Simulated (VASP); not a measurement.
# AlN (P6_3mc) in VASP: notebook

AlN is run at these levels: PBEsol; tasks: single point.

Everything below comes from runs of VASP 6.6.1. Logs are shortened: lines on timing, memory, paths and dates and some standing lists are left out, and cuts for length are marked.

## Step 1: The cell of the first run

Symmetry: P6_3mc, No. 186, hexagonal system. The conventional cell has a = 3.052 Å, b = 3.052 Å, c = 5.043 Å, α = 90.00°, β = 90.00°, γ = 120.00°. Within 2.5 Å of Al (site symmetry 3m) lie 4 N at 1.86 to 1.93 Å. Within 2.5 Å of N (site symmetry 3m) lie 4 Al at 1.86 to 1.93 Å.

## Step 2: Single point, PBEsol (in-plane strain -0.02)

File INCAR:

```
PREC = Accurate ; ENCUT = 520
EDIFF = 1E-6 ; ISMEAR = 0
SIGMA = 0.01 ; LREAL = F
LASPH = T ; NELM = 80
ALGO = Normal ; ISIF = 2
LWAVE = F ; LCHARG = T
GGA = PS ; LELF = T
LVHAR = T ; NBANDS = 16
```

File KPOINTS:

```
Automatic mesh
0
Gamma
  8 8 6
```

File POSCAR:

```
AlN
1.0
    3.0515529370      0.0000000000      0.0000000000
   -1.5257764685      2.6427223644      0.0000000000
    0.0000000000      0.0000000000      5.0426464292
Al N
2 2
Direct
    0.3333333333      0.6666666667     -0.0010085599
    0.6666666667      0.3333333333      0.4989914401
    0.3333333333      0.6666666667      0.3810085599
    0.6666666667      0.3333333333      0.8810085599
```

Potentials or basis: VASP PAW PBE potentials, release 64 (Al, N).

Run with:

```bash
$ cat potpaw_PBE.64/Al/POTCAR potpaw_PBE.64/N/POTCAR > POTCAR
$ mpirun -np 1 vasp_std > vasp.out
```

OUTCAR:

```text
PREC = Accurate
   ENCUT = 520
   EDIFF = 1E-6
   ISMEAR = 0
   LREAL = F
   LASPH = T
   NELM = 80
   ISIF = 2
   GGA = PS

 ion  position               nearest neighbor table
   1  0.333  0.667  0.999-   4 1.86   4 1.86   4 1.86   3 1.93   2 3.08   2 3.08   2 3.08   2 3.08
                             2 3.08   2 3.08
   2  0.667  0.333  0.499-   3 1.86   3 1.86   3 1.86   4 1.93   1 3.08   1 3.08   1 3.08   1 3.08
                             1 3.08   1 3.08
   3  0.333  0.667  0.381-   2 1.86   2 1.86   2 1.86   1 1.93
   4  0.667  0.333  0.881-   1 1.86   1 1.86   1 1.86   2 1.93

  LATTYP: Found a hexagonal cell.
 ALAT       =     3.0515529370
 C/A-ratio  =     1.6524853192

  Lattice vectors:

 A1 = (   3.0515529370,   0.0000000000,   0.0000000000)
 A2 = (  -1.5257764685,   2.6427223644,   0.0000000000)
 A3 = (   0.0000000000,   0.0000000000,   5.0426464292)

Analysis of symmetry for initial positions (statically):
=====================================================================
 Subroutine PRICEL returns:
 Original cell was already a primitive cell.

 Routine SETGRP: Setting up the symmetry group for a
 hexagonal supercell.

 Subroutine GETGRP returns: Found 12 space group operations
 (whereof  6 operations were pure point group operations)
 out of a pool of 24 trial point group operations.

The static configuration has the point symmetry C_3v.
 The point group associated with its full space group is C_6v.

Analysis of symmetry for dynamics (positions and initial velocities):
=====================================================================
 Subroutine PRICEL returns:
 Original cell was already a primitive cell.

 Routine SETGRP: Setting up the symmetry group for a
 hexagonal supercell.

 Subroutine GETGRP returns: Found 12 space group operations
 (whereof  6 operations were pure point group operations)
 out of a pool of 24 trial point group operations.

The dynamic configuration has the point symmetry C_3v.
 The point group associated with its full space group is C_6v.

 Subroutine INISYM returns: Found 12 space group operations
 (whereof  6 operations are pure point group operations),
 and found     1 'primitive' translations

----------------------------------------------------------------------------------------

                                     Primitive cell

  volume of cell :      40.6660

  direct lattice vectors                    reciprocal lattice vectors
     3.051552937  0.000000000  0.000000000     0.327702000  0.189198838  0.000000000
    -1.525776468  2.642722364  0.000000000     0.000000000  0.378397676  0.000000000
     0.000000000  0.000000000  5.042646429     0.000000000  0.000000000  0.198308570

  length of vectors
     3.051552937  3.051552937  5.042646429     0.378397676  0.378397676  0.198308570

  position of ions in fractional coordinates (direct lattice)
     0.333333333  0.666666667  0.998991440
     0.666666667  0.333333333  0.498991440
     0.333333333  0.666666667  0.381008560
     0.666666667  0.333333333  0.881008560

  ion indices of the primitive-cell ions
   primitive index   ion index
                 1           1
                 2           2
                 3           3
                 4           4

----------------------------------------------------------------------------------------

 KPOINTS: Automatic mesh

Automatic generation of k-mesh.
 Grid dimensions read from file:
 generate k-points for:    8    8    6

 Generating k-lattice:

  Cartesian coordinates                     Fractional coordinates (reciprocal lattice)
     0.040962750  0.023649855  0.000000000     0.125000000  0.000000000  0.000000000
     0.000000000  0.047299709  0.000000000     0.000000000  0.125000000  0.000000000
     0.000000000  0.000000000  0.033051428     0.000000000  0.000000000  0.166666667

  Length of vectors
     0.047299709  0.047299709  0.033051428

  Shift w.r.t. Gamma in fractional coordinates (k-lattice)
     0.000000000  0.000000000  0.000000000

 Subroutine IBZKPT returns following result:
 ===========================================

 Found     40 irreducible k-points:

 Following reciprocal coordinates:
            Coordinates               Weight
  0.000000  0.000000  0.000000      1.000000
  0.125000  0.000000  0.000000      6.000000
  0.250000  0.000000  0.000000      6.000000
  0.375000  0.000000  0.000000      6.000000
  0.500000  0.000000  0.000000      3.000000
  0.125000  0.125000  0.000000      6.000000
[... 16 lines left out ...]
  0.250000  0.000000  0.333333     12.000000
  0.375000  0.000000  0.333333     12.000000
 [... further k-points ...]
   k-points           NKPTS =     40   k-points in BZ     NKDIM =     40   number of bands    NBANDS=     16
   number of dos      NEDOS =    301   number of ions     NIONS =      4
   total plane-waves  NPLWV =  23040
   dimension x,y,z NGX =    24 NGY =   24 NGZ =   40
   dimension x,y,z NGXF=    48 NGYF=   48 NGZF=   80
   ions per type =               2   2
   NGX,Y,Z   is equivalent  to a cutoff of  13.07, 13.07, 13.19 a.u.
   NGXF,Y,Z  is equivalent  to a cutoff of  26.15, 26.15, 26.37 a.u.
 SYSTEM =  unknown system
   PREC   = accura    normal or accurate (medium, high low for compatibility)
   ISTART =      0    job   : 0-new  1-cont  2-samecut
   ICHARG =      2    charge: 1-file 2-atom 10-const
   ISPIN  =      1    spin polarized calculation?
   LNONCOLLINEAR =      F non collinear calculations
   LSORBIT =      F    spin-orbit coupling
   LASPH  =      T    aspherical Exc in radial PAW
   ENCUT  =  520.0 eV  38.22 Ry    6.18 a.u.   5.67  5.67  9.38*2*pi/ulx,y,z
   NELM   =     80;   NELMIN=  2; NELMDL= -5     # of ELM steps
   EDIFF  = 0.1E-05   stopping-criterion for ELM
   LREAL  =      F    real-space projection
   EDIFFG = 0.1E-04   stopping-criterion for IOM
   NSW    =      0    number of steps for IOM
   IBRION =     -1    ionic relax: 0-MD 1-quasi-New 2-CG
   NFREE  =      0    steps in history (QN), initial steepest desc. (CG)
   ISIF   =      2    stress and relaxation
   ISYM   =      2    0-nonsym 1-usesym 2-fastsym
   POTIM  = 0.5000    time-step for ionic-motion
   TEBEG  =    0.0;   TEEND  =   0.0 temperature during run
   PSTRESS=    0.0 pullay stress
   NELECT =      16.0000    total number of electrons
   NUPDOWN=      -1.0000    fix difference up-down
   EMIN   =  10.00;   EMAX   =-10.00  energy-range for DOS
   EFERMI =   0.00;   METHOD = LEGACY
   ISMEAR =     0;   SIGMA  =   0.01  broadening in eV -4-tet -1-fermi 0-gaus
   EFERMI_NEDOS =   21; number of points for ismear=-14 and -15
   IALGO  =     38    algorithm
   IMIX   =      4    mixing-type and parameters
     AMIX     =   0.40;   BMIX     =  1.00
     AMIX_MAG =   1.60;   BMIX_MAG =  1.00
  volume/ion in A,a.u.               =      10.17        68.61
  Fermi-wavevector in a.u.,A,eV,Ry     =   1.199604  2.266922 19.579454  1.439049
  Thomas-Fermi vector in A             =   2.335462
   LORBIT       =      0    0 simple, 1 ext, 2 COOP (PROOUT), +10 PAW based schemes
   GGA     = PS    functional components
   LHFCALC =     F    Hartree Fock is set to
   AEXX    =    0.0000 exact exchange contribution
   IVDW    =     0    specifies the selected vdW correction
   LEPSILON=     F    determine dielectric tensor
   LRPA    =     F    only Hartree local field effects (RPA)
 non-spin polarized calculation
 Gauss-broadening in eV      SIGMA  =   0.01
  energy-cutoff  :      520.00
  volume of cell :       40.67
 maximum number of plane-waves:      1111
 NGX is ok and might be reduce to    24
   NGX = 11   NGY = 11   NGZ = 19

 number of electron      15.9999995 magnetization

 Free energy of the ion-electron system (eV)
  ---------------------------------------------------
  ext. energy  EPLUGINS =         0.00000000
  ---------------------------------------------------
  free energy    TOTEN  =       -31.25034645 eV

  energy without entropy =      -31.25034645  energy(sigma->0) =      -31.25034645

 E-fermi :   6.2537     XC(G=0): -11.2253

 val. band max:        6.2088514978   @ k =   0.0000   0.0000   0.0000
 cond. band min:      10.6406281771   @ k =   0.0000   0.0000   0.0000
 fundamental gap:      4.4317766792
 Fermi energy:         6.2537183645

 k-point     1 :       0.0000    0.0000    0.0000
  band No.  band energies     occupation
      1      -9.0080      2.00000
      2      -6.8808      2.00000
      3       0.0586      2.00000
      4       5.5646      2.00000
      5       5.5646      2.00000
      6       6.1377      2.00000
[... 8 lines left out ...]
     15      19.7850      0.00000
     16      19.7850      0.00000

 k-point     2 :       0.1250    0.0000    0.0000
  band No.  band energies     occupation
      1      -8.7961      2.00000
      2      -6.7518      2.00000
      3       0.3090      2.00000
      4       4.6509      2.00000
      5       5.2898      2.00000
      6       5.3148      2.00000
[... 8 lines left out ...]
     15      19.3630      0.00000
     16      19.6720      0.00000

 k-point     3 :       0.2500    0.0000    0.0000
  band No.  band energies     occupation
      1      -8.2037      2.00000
      2      -6.4383      2.00000
      3       1.0301      2.00000
      4       2.8304      2.00000
      5       3.7852      2.00000
      6       4.8381      2.00000
[... 8 lines left out ...]
     15      18.4915      0.00000
     16      19.9990      0.00000

 k-point     4 :       0.3750    0.0000    0.0000
  band No.  band energies     occupation
      1      -7.3983      2.00000
      2      -6.1832      2.00000
      3       1.2845      2.00000
      4       2.0899      2.00000
      5       2.4892      2.00000
      6       4.4490      2.00000
[... 8 lines left out ...]
     15      18.6725      0.00000
     16      21.5296      0.00000

 k-point     5 :       0.5000    0.0000    0.0000
  band No.  band energies     occupation
      1      -6.8834      2.00000
      2      -6.1994      2.00000
      3       0.6871      2.00000
      4       1.9428      2.00000
      5       2.8975      2.00000
      6       4.3040      2.00000
[... 8 lines left out ...]
     15      19.1390      0.00000
     16      21.3472      0.00000

 k-point     6 :       0.1250    0.1250    0.0000
  band No.  band energies     occupation
      1      -8.3930      2.00000
      2      -6.5289      2.00000
      3       0.7956      2.00000
      4       3.6673      2.00000
      5       3.8107      2.00000
      6       5.1208      2.00000
[... 8 lines left out ...]
     15      19.2307      0.00000
     16      19.8033      0.00000
[... 267 lines left out ...]
 k-point    21 :       0.0000    0.0000    0.3333
  band No.  band energies     occupation
      1      -8.5990      2.00000
      2      -7.5783      2.00000
      3       1.4275      2.00000
      4       4.2541      2.00000
      5       5.7022      2.00000
      6       5.7022      2.00000
[... 8 lines left out ...]
     15      18.7339      0.00000
     16      18.7339      0.00000

 k-point    22 :       0.1250    0.0000    0.3333
  band No.  band energies     occupation
      1      -8.3979      2.00000
      2      -7.4129      2.00000
      3       1.5577      2.00000
      4       3.9860      2.00000
      5       4.9615      2.00000
      6       5.4943      2.00000
[... 8 lines left out ...]
     15      18.7803      0.00000
     16      19.1052      0.00000

 k-point    23 :       0.2500    0.0000    0.3333
  band No.  band energies     occupation
      1      -7.8430      2.00000
      2      -6.9812      2.00000
      3       1.6650      2.00000
      4       2.8260      2.00000
      5       3.7935      2.00000
      6       5.0736      2.00000
[... 8 lines left out ...]
     15      18.9960      0.00000
     16      19.8956      0.00000

 k-point    24 :       0.3750    0.0000    0.3333
  band No.  band energies     occupation
      1      -7.1196      2.00000
      2      -6.5124      2.00000
      3       0.9391      2.00000
      4       1.5660      2.00000
      5       3.7316      2.00000
      6       4.7166      2.00000
[... 8 lines left out ...]
     15      18.7233      0.00000
     16      20.7168      0.00000

 [... further k-points ...]

------------------------ aborting loop because EDIFF is reached ----------------------------------------

  FORCE on cell =-STRESS in cart. coord.  units (eV):
  Direction    XX          YY          ZZ          XY          YZ          ZX
  --------------------------------------------------------------------------------------
  -------------------------------------------------------------------------------------
  Total        2.8841806      2.8841806     -0.6878929      0.0000000      0.0000000      0.0000000
  in kB      113.6323722    113.6323722    -27.1019439      0.0000000      0.0000000      0.0000000
  external PRESSURE =      66.7209335 kB  Pullay stress =       0.0000000 kB

 VOLUME and BASIS-vectors are now :
 -----------------------------------------------------------------------------
  energy-cutoff  :      520.00
  volume of cell :       40.67
      direct lattice vectors                 reciprocal lattice vectors
     3.051552937  0.000000000  0.000000000     0.327702000  0.189198838  0.000000000
    -1.525776468  2.642722364  0.000000000     0.000000000  0.378397676  0.000000000
     0.000000000  0.000000000  5.042646429     0.000000000  0.000000000  0.198308570

 POSITION                                       TOTAL-FORCE (eV/Angst)
 -----------------------------------------------------------------------------------
     -0.00000      1.76181      5.03756         0.000000     -0.000000      0.382016
      1.52578      0.88091      2.51624        -0.000000      0.000000      0.382016
     -0.00000      1.76181      1.92129         0.000000      0.000000     -0.382016
      1.52578      0.88091      4.44261        -0.000000      0.000000     -0.382016
 -----------------------------------------------------------------------------------
    total drift:                                0.000000      0.000000      0.000052

  FREE ENERGIE OF THE ION-ELECTRON SYSTEM (eV)
  ---------------------------------------------------
  free  energy   TOTEN  =       -31.2503464491 eV

  energy  without entropy=      -31.2503464491  energy(sigma->0) =      -31.25034645
```

Run time: 10 s. Hardware: 1 thread of Intel Xeon 6975P-C, shared host; peak memory 0.16 GiB.

Results:

* Free energy: -31.2503 eV
* Pressure: 6.7 GPa
* Largest force: 0.382 eV/Å
* Band gap on the k mesh: 4.43 eV, direct

Forces on the atoms (eV/Å):
```
Al   0.000  0.000  0.382
Al   0.000  0.000  0.382
N    0.000  0.000 -0.382
N    0.000  0.000 -0.382
```

Stress tensor (GPa, compression positive):
```
11.36  0.00  0.00
 0.00 11.36  0.00
 0.00  0.00 -2.71
```

Caveat: the cell differs from its parent crystal (in-plane strain -0.02); the PAW data sets were made with another functional, which shifts forces and pressure a little.

(Part 1 of 2 ends here.)
